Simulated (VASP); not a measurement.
# Cd3HgS4 (I-42m) in VASP: further runs

Runs on Cd3HgS4. Level: PBE. Tasks: single point, relaxation of shape and atoms at fixed volume.

All numbers are computed with VASP 6.6.1; they aren't measurements. Logs are shortened: lines on timing, memory, paths and dates and some standing lists are left out, and cuts for length are marked.

### 1 The cell of the first run

Symmetry: I-42m, No. 121, tetragonal system. Conventional cell: a = 5.943 Å, b = 5.943 Å, c = 11.887 Å, α = 90.00°, β = 90.00°, γ = 90.00°. Cd (site symmetry -42m) has 4 S at 2.57 Å within 3.4 Å. Within 3.4 Å of Cd (site symmetry -4) lie 4 S at 2.57 Å. Within 3.4 Å of Hg (site symmetry -42m) lie 4 S at 2.60 Å. Within 3.4 Å of S (site symmetry m) lie 3 Cd at 2.57 Å and 1 Hg at 2.60 Å.

### 2 Single point, PBE

File INCAR:

```
ALGO     = Normal         # electronic algorithm
EDIFF    = 1E-6           # SCF threshold, eV
ENCUT    = 520            # plane-wave cutoff, eV
GGA      = PE             # functional
ISIF     = 2              # what is computed and relaxed
ISMEAR   = 0              # smearing method
LASPH    = T              # aspherical terms in the spheres
LCHARG   = F              # write CHGCAR
LREAL    = F              # projectors in reciprocal space
LWAVE    = F              # write WAVECAR
NBANDS   = 46             # bands
NELM     = 100            # most SCF steps
PREC     = Accurate       # precision mode
SIGMA    = 0.1            # smearing width, eV
```

File KPOINTS:

```
k-points
0
Gamma
  4 4 4
```

File POSCAR:

```
Cd3HgS4
1.0
   -2.9715129337      2.9715129337      5.9434907036
    2.9715129337     -2.9715129337      5.9434907036
    2.9715129337      2.9715129337     -5.9434907036
Cd Hg S
3 1 4
Direct
    0.0000000000      0.0000000000      0.0000000000
    0.2500000000      0.7500000000      0.5000000000
    0.7500000000      0.2500000000      0.5000000000
    0.5000000000      0.5000000000      0.0000000000
    0.8782691424      0.8782691424      0.5043250805
    0.3739440619      0.3739440619      0.4956749195
    0.1217308576      0.6260559381      0.0000000000
    0.6260559381      0.1217308576      0.0000000000
```

Potentials or basis: VASP PAW PBE potentials, release 64 (Cd, Hg, S).

The run is started by

```sh
$ cat potpaw_PBE.64/Cd/POTCAR potpaw_PBE.64/Hg/POTCAR potpaw_PBE.64/S/POTCAR > POTCAR
$ mpirun -np 1 vasp_std > vasp.out
```

OUTCAR:

```text
EDIFF = 1E-6
   ENCUT = 520
   GGA = PE
   ISIF = 2
   ISMEAR = 0
   LASPH = T
   LREAL = F
   NELM = 100
   PREC = Accurate

 ion  position               nearest neighbor table
   1  0.000  0.000  0.000-   5 2.57   6 2.57   7 2.57   8 2.57
   2  0.250  0.750  0.500-   5 2.57   6 2.57   8 2.57   7 2.57
   3  0.750  0.250  0.500-   5 2.57   6 2.57   7 2.57   8 2.57
   4  0.500  0.500  0.000-   7 2.60   8 2.60   6 2.60   5 2.60
   5  0.878  0.878  0.504-   2 2.57   3 2.57   1 2.57   4 2.60
   6  0.374  0.374  0.496-   2 2.57   3 2.57   1 2.57   4 2.60
   7  0.122  0.626  0.000-   2 2.57   3 2.57   1 2.57   4 2.60
   8  0.626  0.122  0.000-   3 2.57   2 2.57   1 2.57   4 2.60

  LATTYP: Found a body centered tetragonal cell.
 ALAT       =     5.9430258674
 C/A-ratio  =     2.0001564308

  Lattice vectors:

 A1 = (  -2.9715129337,   2.9715129337,   5.9434907036)
 A2 = (   2.9715129337,  -2.9715129337,   5.9434907036)
 A3 = (   2.9715129337,   2.9715129337,  -5.9434907036)

Analysis of symmetry for initial positions (statically):
=====================================================================
 Subroutine PRICEL returns:
 Original cell was already a primitive cell.

 Routine SETGRP: Setting up the symmetry group for a
 body centered tetragonal supercell.

 Subroutine GETGRP returns: Found  8 space group operations
 (whereof  8 operations were pure point group operations)
 out of a pool of 16 trial point group operations.

The static configuration has the point symmetry D_2d.

Analysis of symmetry for dynamics (positions and initial velocities):
=====================================================================
 Subroutine PRICEL returns:
 Original cell was already a primitive cell.

 Routine SETGRP: Setting up the symmetry group for a
 body centered tetragonal supercell.

 Subroutine GETGRP returns: Found  8 space group operations
 (whereof  8 operations were pure point group operations)
 out of a pool of 16 trial point group operations.

The dynamic configuration has the point symmetry D_2d.

 Subroutine INISYM returns: Found  8 space group operations
 (whereof  8 operations are pure point group operations),
 and found     1 'primitive' translations

----------------------------------------------------------------------------------------

[... 95 lines left out ...]
   NSW    =      0    number of steps for IOM
   IBRION =     -1    ionic relax: 0-MD 1-quasi-New 2-CG
   NFREE  =      0    steps in history (QN), initial steepest desc. (CG)
   ISIF   =      2    stress and relaxation
   ISYM   =      2    0-nonsym 1-usesym 2-fastsym
   POTIM  = 0.5000    time-step for ionic-motion
   TEBEG  =    0.0;   TEEND  =   0.0 temperature during run
   PSTRESS=    0.0 pullay stress
   NELECT =      72.0000    total number of electrons
   NUPDOWN=      -1.0000    fix difference up-down
   EMIN   =  10.00;   EMAX   =-10.00  energy-range for DOS
   EFERMI =   0.00;   METHOD = LEGACY
   ISMEAR =     0;   SIGMA  =   0.10  broadening in eV -4-tet -1-fermi 0-gaus
   EFERMI_NEDOS =   21; number of points for ismear=-14 and -15
   IALGO  =     38    algorithm
   IMIX   =      4    mixing-type and parameters
     AMIX     =   0.40;   BMIX     =  1.00
     AMIX_MAG =   1.60;   BMIX_MAG =  1.00
  volume/ion in A,a.u.               =      26.24       177.08
  Fermi-wavevector in a.u.,A,eV,Ry     =   1.145953  2.165537 17.867276  1.313208
  Thomas-Fermi vector in A             =   2.282639
   LORBIT       =      0    0 simple, 1 ext, 2 COOP (PROOUT), +10 PAW based schemes
   GGA     = PE    functional components
   LHFCALC =     F    Hartree Fock is set to
   AEXX    =    0.0000 exact exchange contribution
   IVDW    =     0    specifies the selected vdW correction
   LEPSILON=     F    determine dielectric tensor
   LRPA    =     F    only Hartree local field effects (RPA)
 non-spin polarized calculation
 Gauss-broadening in eV      SIGMA  =   0.10
  energy-cutoff  :      520.00
  volume of cell :      209.92
 maximum number of plane-waves:      5687
   NGX = 27   NGY = 27   NGZ = 27

 number of electron      71.9999990 magnetization

 Free energy of the ion-electron system (eV)
  ---------------------------------------------------
  ext. energy  EPLUGINS =         0.00000000
  ---------------------------------------------------
  free energy    TOTEN  =       -22.97604430 eV

  energy without entropy =      -22.97604414  energy(sigma->0) =      -22.97604422

 E-fermi :   1.3738     XC(G=0):  -8.9350

 val. band max:        1.0530395413   @ k =   0.0000   0.0000   0.0000
 cond. band min:       1.6790041973   @ k =   0.0000   0.0000   0.0000
 fundamental gap:      0.6259646561
 Fermi energy:         1.3737667682

 k-point     1 :       0.0000    0.0000    0.0000
  band No.  band energies     occupation
      1     -11.2104      2.00000
      2     -10.6806      2.00000
      3     -10.6806      2.00000
      4     -10.6795      2.00000
      5      -6.5696      2.00000
      6      -6.5696      2.00000
[... 626 lines left out ...]
     45       8.9737      0.00000
     46       8.9824      0.00000

------------------------ aborting loop because EDIFF is reached ----------------------------------------

  FORCE on cell =-STRESS in cart. coord.  units (eV):
  Direction    XX          YY          ZZ          XY          YZ          ZX
  --------------------------------------------------------------------------------------
  -------------------------------------------------------------------------------------
  Total        0.3773469      0.3773469      0.3792316      0.0000000      0.0000000      0.0000000
  in kB        2.8800135      2.8800135      2.8943981      0.0000000      0.0000000      0.0000000
  external PRESSURE =       2.8848084 kB  Pullay stress =       0.0000000 kB

 VOLUME and BASIS-vectors are now :
 -----------------------------------------------------------------------------
  energy-cutoff  :      520.00
  volume of cell :      209.92
      direct lattice vectors                 reciprocal lattice vectors
    -2.971512934  2.971512934  5.943490704     0.000000000  0.168264454  0.084125647
     2.971512934 -2.971512934  5.943490704     0.168264454  0.000000000  0.084125647
     2.971512934  2.971512934 -5.943490704     0.168264454  0.168264454  0.000000000

 POSITION                                       TOTAL-FORCE (eV/Angst)
 -----------------------------------------------------------------------------------
      0.00000      0.00000      0.00000         0.000000      0.000000      0.000000
      2.97151     -0.00000      2.97175        -0.000000      0.000000      0.000000
     -0.00000      2.97151      2.97175         0.000000      0.000000      0.000000
      0.00000      0.00000      5.94349         0.000000      0.000000      0.000000
      1.49861      1.49861      7.44252        -0.004647     -0.004647     -0.013695
      1.47290      1.47290      1.49903         0.004647      0.004647     -0.013695
      1.49861     -1.49861      4.44446        -0.004647      0.004647      0.013695
     -1.49861      1.49861      4.44446         0.004647     -0.004647      0.013695
 -----------------------------------------------------------------------------------
    total drift:                               -0.000007     -0.000007     -0.000006

  FREE ENERGIE OF THE ION-ELECTRON SYSTEM (eV)
  ---------------------------------------------------
  free  energy   TOTEN  =       -22.9760443044 eV

  energy  without entropy=      -22.9760441420  energy(sigma->0) =      -22.97604422
```

It used 940 s of CPU time on 1 thread of AMD EPYC 7R13 Processor (Zen 3), with other jobs on the host.

What came out:

```
Free energy            : -22.9760 eV
Pressure               : 0.3 GPa
Largest force          : 0.015 eV/Å
Band gap on the k mesh : 0.63 eV, direct
```

Forces on the atoms (eV/Å):
```
Cd   0.000  0.000  0.000
Cd   0.000  0.000  0.000
Cd   0.000  0.000  0.000
Hg   0.000  0.000  0.000
S   -0.005 -0.005 -0.014
S    0.005  0.005 -0.014
S   -0.005  0.005  0.014
S    0.005 -0.005  0.014
```

Levels at points of the mesh, in eV from the valence-band top:
| k point | band 32 | band 33 | band 34 | band 35 | band 36 | band 37 | band 38 | band 39 | band 40 | band 41 |
| --- | --- | --- | --- | --- | --- | --- | --- | --- | --- | --- |
| (0.00, 0.00, 0.00) | -1.80 | -1.80 | 0.00 | 0.00 | 0.00 | 0.63 | 3.62 | 3.77 | 4.79 | 5.10 |
| (0.50, 0.00, 0.00) | -1.40 | -1.30 | -1.25 | -0.80 | -0.65 | 2.96 | 3.55 | 4.33 | 4.62 | 5.26 |
| (0.50, 0.50, 0.00) | -0.82 | -0.76 | -0.69 | -0.65 | -0.62 | 2.17 | 2.84 | 3.71 | 3.99 | 6.05 |
| (0.50, 0.50, 0.50) | -1.71 | -1.07 | -1.07 | -0.88 | -0.88 | 2.78 | 3.33 | 3.62 | 3.62 | 3.87 |

Caveat: spin-orbit coupling is left out, which moves the levels of the heavy elements. Expect the measured gap to be larger: semilocal functionals such as PBE lack the derivative discontinuity.

(Part 1 of 2 ends here.)
